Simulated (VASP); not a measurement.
# MoS2 in VASP: relaxation of cell and atoms with PBE

Aim: the relaxation of cell and atoms of MoS2 with PBE.

Everything below comes from runs of VASP 6.6.1. Logs are shortened: lines on timing, memory, paths and dates and some standing lists are left out, and cuts for length are marked.

## 1. The cell of the first run

The cell holds a slab with vacuum, 6 atoms: a = 3.245 Å, b = 5.660 Å, c = 18.706 Å, α = 89.54°, β = 90.00°, γ = 92.23°.

## 2. Relaxation of cell and atoms, PBE

Contents of INCAR:

```
SYSTEM = MoS2
PREC = Accurate
ENCUT = 600
EDIFF = 1E-6
ISMEAR = 0
SIGMA = 0.1
LREAL = .FALSE.
LASPH = .TRUE.
NELM = 80
ALGO = Normal
ISIF = 3
LWAVE = .FALSE.
LCHARG = .FALSE.
GGA = PE
IBRION = 2
NSW = 80
EDIFFG = -0.025
```

Contents of KPOINTS:

```
regular mesh
0
G
  4 4 1
  0 0 0
```

Contents of POSCAR:

```
MoS2
1.0
    1.6773364825     -2.7783784362     -0.0001471673
   -4.9553684993     -2.7341297642     -0.0224709999
   -0.0664183063     -0.0393578101    -18.7061331967
Mo S
2 4
Direct
   -0.0382968718      0.6435140349      0.9926105877
    0.5194008773      0.2184198136      1.0026854821
    0.4387497325      0.5247647801      0.0846549595
    1.0343575904     -0.0228154058      0.0799946770
    0.4890892037      0.4919814914      0.9201827605
    1.0566994679      0.9774686192      0.9198715331
```

Potentials or basis: VASP PAW PBE potentials, release 64 (Mo_sv, S).

Started as:

```console
$ cat potpaw_PBE.64/Mo_sv/POTCAR potpaw_PBE.64/S/POTCAR > POTCAR
$ mpirun -np 1 vasp_std > vasp.out
```

OUTCAR:

```text
SYSTEM = MoS2
   PREC = Accurate
   ENCUT = 600
   EDIFF = 1E-6
   ISMEAR = 0
   LREAL = .FALSE.
   LASPH = .TRUE.
   NELM = 80
   ISIF = 3
   GGA = PE
   IBRION = 2
   NSW = 80
   EDIFFG = -0.025

 ion  position               nearest neighbor table
   1  0.962  0.644  0.993-   5 2.20   6 2.33   5 2.37   3 2.42   3 2.49   4 2.51   2 2.76   2 3.07

   2  0.519  0.218  0.003-   5 2.18   3 2.35   4 2.50   6 2.53   4 2.63   6 2.74   1 2.76   1 3.07

   3  0.439  0.525  0.085-   2 2.35   1 2.42   1 2.49
   4  0.034  0.977  0.080-   2 2.50   1 2.51   2 2.63
   5  0.489  0.492  0.920-   2 2.18   1 2.20   1 2.37
   6  0.057  0.977  0.920-   1 2.33   2 2.53   2 2.74

  LATTYP: Found a triclinic cell.
 ALAT       =     6.4135600211
 B/A-ratio  =     0.5060269784
 C/A-ratio  =     2.9166784831
 COS(alpha) =     0.0000114968
 COS(beta)  =     0.0071497202
 COS(gamma) =     0.4716586306

  Lattice vectors:

 A1 = (   3.2780320168,   5.5125082004,   0.0226181672)
 A2 = (  -1.6773364825,   2.7783784362,   0.0001471673)
 A3 = (   0.0664183063,   0.0393578101,  18.7061331967)

Analysis of symmetry for initial positions (statically):
=====================================================================
 Subroutine PRICEL returns:
 Original cell was already a primitive cell.

 Routine SETGRP: Setting up the symmetry group for a
 triclinic supercell.

 Subroutine GETGRP returns: Found  1 space group operations
 (whereof  1 operations were pure point group operations)
 out of a pool of  2 trial point group operations.

The static configuration has the point symmetry C_1 .

Analysis of symmetry for dynamics (positions and initial velocities):
=====================================================================
 Subroutine PRICEL returns:
 Original cell was already a primitive cell.

 Routine SETGRP: Setting up the symmetry group for a
 triclinic supercell.

 Subroutine GETGRP returns: Found  1 space group operations
 (whereof  1 operations were pure point group operations)
 out of a pool of  2 trial point group operations.

The dynamic configuration has the point symmetry C_1 .

 Subroutine INISYM returns: Found  1 space group operations
 (whereof  1 operations are pure point group operations),
 and found     1 'primitive' translations

----------------------------------------------------------------------------------------

                                     Primitive cell

  volume of cell :     343.3257

  direct lattice vectors                    reciprocal lattice vectors
     1.677336482 -2.778378436 -0.000147167     0.148966743 -0.269989374  0.000039135
    -4.955368499 -2.734129764 -0.022471000    -0.151380195 -0.091389865  0.000729778
    -0.066418306 -0.039357810-18.706133197     0.000180676  0.000111907 -0.053459280

  length of vectors
     3.245434398  5.659650826 18.706292514     0.308359131  0.176829306  0.053459702

  position of ions in fractional coordinates (direct lattice)
     0.961703128  0.643514035  0.992610588
     0.519400877  0.218419814  0.002685482
     0.438749732  0.524764780  0.084654959
     0.034357590  0.977184594  0.079994677
     0.489089204  0.491981491  0.920182760
     0.056699468  0.977468619  0.919871533

  ion indices of the primitive-cell ions
   primitive index   ion index
                 1           1
                 2           2
                 3           3
                 4           4
                 5           5
                 6           6

----------------------------------------------------------------------------------------

 KPOINTS: regular mesh

Automatic generation of k-mesh.
 Grid dimensions read from file:
 generate k-points for:    4    4    1

 Generating k-lattice:

  Cartesian coordinates                     Fractional coordinates (reciprocal lattice)
     0.037241686 -0.067497343  0.000009784     0.250000000 -0.000000000  0.000000000
    -0.037845049 -0.022847466  0.000182444     0.000000000  0.250000000  0.000000000
     0.000180676  0.000111907 -0.053459280    -0.000000000  0.000000000  1.000000000

  Length of vectors
     0.077089783  0.044207326  0.053459702

  Shift w.r.t. Gamma in fractional coordinates (k-lattice)
     0.000000000  0.000000000  0.000000000

 Subroutine IBZKPT returns following result:
 ===========================================

 Found     10 irreducible k-points:

 Following reciprocal coordinates:
            Coordinates               Weight
  0.000000  0.000000  0.000000      1.000000
  0.250000 -0.000000  0.000000      2.000000
  0.500000 -0.000000  0.000000      1.000000
  0.000000  0.250000 -0.000000      2.000000
  0.250000  0.250000 -0.000000      2.000000
  0.500000  0.250000 -0.000000      2.000000
 -0.250000  0.250000 -0.000000      2.000000
  0.000000  0.500000 -0.000000      1.000000
  0.250000  0.500000 -0.000000      2.000000
  0.500000  0.500000 -0.000000      1.000000
   k-points           NKPTS =     10   k-points in BZ     NKDIM =     10   number of bands    NBANDS=     31
   number of dos      NEDOS =    301   number of ions     NIONS =      6
   total plane-waves  NPLWV = 201600
   dimension x,y,z NGX =    28 NGY =   48 NGZ =  150
   dimension x,y,z NGXF=    56 NGYF=   96 NGZF=  300
   ions per type =               2   4
   NGX,Y,Z   is equivalent  to a cutoff of  14.34, 14.10, 13.33 a.u.
   NGXF,Y,Z  is equivalent  to a cutoff of  28.69, 28.20, 26.66 a.u.
 SYSTEM =  MoS2
   PREC   = accura    normal or accurate (medium, high low for compatibility)
   ISTART =      0    job   : 0-new  1-cont  2-samecut
   ICHARG =      2    charge: 1-file 2-atom 10-const
   ISPIN  =      1    spin polarized calculation?
   LNONCOLLINEAR =      F non collinear calculations
   LSORBIT =      F    spin-orbit coupling
   LASPH  =      T    aspherical Exc in radial PAW
   ENCUT  =  600.0 eV  44.10 Ry    6.64 a.u.   6.48 11.30 37.36*2*pi/ulx,y,z
   NELM   =     80;   NELMIN=  2; NELMDL= -5     # of ELM steps
   EDIFF  = 0.1E-05   stopping-criterion for ELM
   LREAL  =      F    real-space projection
   EDIFFG = -.3E-01   stopping-criterion for IOM
   NSW    =     80    number of steps for IOM
   IBRION =      2    ionic relax: 0-MD 1-quasi-New 2-CG
   NFREE  =      1    steps in history (QN), initial steepest desc. (CG)
   ISIF   =      3    stress and relaxation
   ISYM   =      2    0-nonsym 1-usesym 2-fastsym
   POTIM  = 0.5000    time-step for ionic-motion
   TEBEG  =    0.0;   TEEND  =   0.0 temperature during run
   PSTRESS=    0.0 pullay stress
   NELECT =      52.0000    total number of electrons
   NUPDOWN=      -1.0000    fix difference up-down
   EMIN   =  10.00;   EMAX   =-10.00  energy-range for DOS
   EFERMI =   0.00;   METHOD = LEGACY
   ISMEAR =     0;   SIGMA  =   0.10  broadening in eV -4-tet -1-fermi 0-gaus
   EFERMI_NEDOS =   21; number of points for ismear=-14 and -15
   IALGO  =     38    algorithm
   IMIX   =      4    mixing-type and parameters
     AMIX     =   0.40;   BMIX     =  1.00
     AMIX_MAG =   1.60;   BMIX_MAG =  1.00
  volume/ion in A,a.u.               =      57.22       386.15
  Fermi-wavevector in a.u.,A,eV,Ry     =   0.872651  1.649071 10.361101  0.761519
  Thomas-Fermi vector in A             =   1.991930
   LORBIT       =      0    0 simple, 1 ext, 2 COOP (PROOUT), +10 PAW based schemes
   GGA     = PE    functional components
   LHFCALC =     F    Hartree Fock is set to
   AEXX    =    0.0000 exact exchange contribution
   IVDW    =     0    specifies the selected vdW correction
   LEPSILON=     F    determine dielectric tensor
   LRPA    =     F    only Hartree local field effects (RPA)
 conjugate gradient relaxation of ions
 non-spin polarized calculation
 Gauss-broadening in eV      SIGMA  =   0.10
  energy-cutoff  :      600.00
  volume of cell :      343.33
 maximum number of plane-waves:     11505
 NGX is ok and might be reduce to    28
   NGX = 13   NGY = 23   NGZ = 75

--------------------------------------- Ionic step        1  -------------------------------------------

 number of electron      52.0000001 magnetization

 Free energy of the ion-electron system (eV)
  ---------------------------------------------------
  ext. energy  EPLUGINS =         0.00000000
  ---------------------------------------------------
  free energy    TOTEN  =       -41.45442412 eV

  energy without entropy =      -41.44769220  energy(sigma->0) =      -41.45105816

------------------------ aborting loop because EDIFF is reached ----------------------------------------

  FORCE on cell =-STRESS in cart. coord.  units (eV):
  Direction    XX          YY          ZZ          XY          YZ          ZX
  --------------------------------------------------------------------------------------
  -------------------------------------------------------------------------------------
  Total       -0.0565434      3.0573023      5.8576929      2.7654443      1.0767990     -4.4733940
  in kB       -0.2638674     14.2673283     27.3357422     12.9053322      5.0250328    -20.8757181
  external PRESSURE =      13.7797344 kB  Pullay stress =       0.0000000 kB
[... 101 lines left out ...]
  FREE ENERGIE OF THE ION-ELECTRON SYSTEM (eV)
  ---------------------------------------------------
  free  energy   TOTEN  =       -42.9060512067 eV

  energy  without entropy=      -42.9060512067  energy(sigma->0) =      -42.90605121

[... ionic steps 4 to 17 ...]

--------------------------------------- Ionic step       18  -------------------------------------------

 number of electron      52.0000001 magnetization

------------------------ aborting loop because EDIFF is reached ----------------------------------------

  FORCE on cell =-STRESS in cart. coord.  units (eV):
  Direction    XX          YY          ZZ          XY          YZ          ZX
  --------------------------------------------------------------------------------------
  -------------------------------------------------------------------------------------
  Total       -0.0063247      0.0009332     -0.0382485      0.0040538     -0.0131250      0.0760462
  in kB       -0.0305511      0.0045078     -0.1847574      0.0195816     -0.0633995      0.3673373
  external PRESSURE =      -0.0702669 kB  Pullay stress =       0.0000000 kB
[... 65 lines left out ...]
  energy  without entropy=      -43.7449920535  energy(sigma->0) =      -43.74499205

--------------------------------------- Ionic step       20  -------------------------------------------

 number of electron      52.0000001 magnetization

 Free energy of the ion-electron system (eV)
  ---------------------------------------------------
  ext. energy  EPLUGINS =         0.00000000
  ---------------------------------------------------
  free energy    TOTEN  =       -43.74512173 eV

  energy without entropy =      -43.74512173  energy(sigma->0) =      -43.74512173

 E-fermi :  -1.2904     XC(G=0):  -4.0317

 val. band max:       -1.7941211064   @ k =   0.0000   0.0000   0.0000
 cond. band min:       0.0546257431   @ k =   0.2500  -0.0000   0.0000
 fundamental gap:      1.8487468496
 Fermi energy:        -1.2903935762

 k-point     1 :       0.0000    0.0000    0.0000
  band No.  band energies     occupation
      1     -62.6565      2.00000
      2     -62.6194      2.00000
      3     -36.9666      2.00000
      4     -36.7950      2.00000
      5     -36.7208      2.00000
      6     -36.6738      2.00000
[... 362 lines left out ...]
  FREE ENERGIE OF THE ION-ELECTRON SYSTEM (eV)
  ---------------------------------------------------
  free  energy   TOTEN  =       -43.7451217314 eV

  energy  without entropy=      -43.7451217314  energy(sigma->0) =      -43.74512173

 reached required accuracy - stopping structural energy minimisation
```

It took 33 min on 1 thread of Intel Xeon Platinum 8559C (Emerald Rapids), shared host; peak memory 0.56 GiB.

Results:

```
Free energy                           : -43.7451 eV
Relaxed cell                          : a = 3.179 Å, b = 5.519 Å, c = 18.907 Å, α = 91.29°, β = 88.47°, γ = 90.00°
Space group after relaxing (to 0.1 Å) : Cm (No. 8)
Energy gained by relaxing             : 381.8 meV/atom
Ionic steps                           : 20
Largest force after relaxing          : 0.018 eV/Å
Band gap on the k mesh                : 1.85 eV (least direct gap 1.99 eV)
```

Forces in eV/Å, atoms in the order of the input:
```
Mo  -0.002  0.008  0.001
Mo  -0.005 -0.008 -0.010
S    0.006 -0.011  0.000
S    0.004  0.009 -0.015
S    0.009 -0.002  0.015
S   -0.012  0.003  0.008
```

Step by step:
```
step  energy change (eV)  largest force (eV/Å)  pressure (GPa)  volume (Å³)
   1              0.0000                6.6581            1.38       343.33
   2             -0.7817                3.3287           -3.47       367.50
   3             -1.4516                2.7626           -2.61       356.51
   4             -1.7360                2.7505            3.02       319.37
   5             -1.9638                1.9054            0.35       332.96
   6             -2.1424                1.2155           -0.02       332.58
   7             -2.1492                0.8987            0.01       332.64
   8             -2.2273                0.5730           -0.11       332.66
   9             -2.2310                0.6445           -0.12       332.65
  10             -2.2634                0.3614            0.20       330.99
  11             -2.2655                0.4476            0.31       330.45
  12             -2.2777                0.3042           -0.35       334.04
  13             -2.2787                0.2444           -0.21       333.26
  14             -2.2877                0.1790            0.00       331.84
  15             -2.2880                0.1875            0.05       331.53
  16             -2.2900                0.1174           -0.01       331.74
  17             -2.2901                0.0889            0.00       331.69
  18             -2.2906                0.0409           -0.01       331.68
  19             -2.2906                0.0414           -0.01       331.68
  20             -2.2907                0.0181            0.01       331.56
```

Final structure:
```
Mo S
1.0
     1.59009   -2.75292   -0.04396
    -4.77812   -2.76134    0.06557
     0.29616   -0.11085  -18.90408
Mo S
2 4
Direct
  0.99985 0.66665 0.00006
  0.50018 0.16658 0.99993
  0.48633 0.50627 0.08270
  0.98720 0.00663 0.08259
  0.51285 0.49384 0.91741
  0.01359 0.99337 0.91732
```

Caveat: the k points lie up to 0.49 Å⁻¹ apart in the final cell.
